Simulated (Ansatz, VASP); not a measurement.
## GaP: VASP beside Ansatz

```
Ga P
1.0
     0.00000    2.72540    2.72540
     2.72540    0.00000    2.72540
     2.72540    2.72540    0.00000
Ga P
1 1
Direct
  0.00000 0.00000 0.00000
  0.25000 0.25000 0.25000
```

Alike in both runs: task single point; functional PBEsol; k mesh 6 × 6 × 6; no spin polarisation.

|  | VASP | Ansatz |
| --- | --- | --- |
| version | VASP 6.6.1 | Ansatz 0.2.0 |
| potentials or method | VASP PAW PBE potentials, release 64 (Ga_d, P), cutoff 500 eV | plane waves |
| occupations | gaussian, width 0.01 eV | fixed |
| valence electrons in the cell | 18 | 18 |

Ansatz gave:

```
gap on the k mesh at the Fermi level (eV) : 1.51
pressure (GPa)                            : -0.5
```

Task: Estimate VASP's values.

Result: gap on the k mesh at the Fermi level (eV): 1.51; pressure (GPa): -0.6.

VASP's potentials were made for PBE, not for PBEsol.
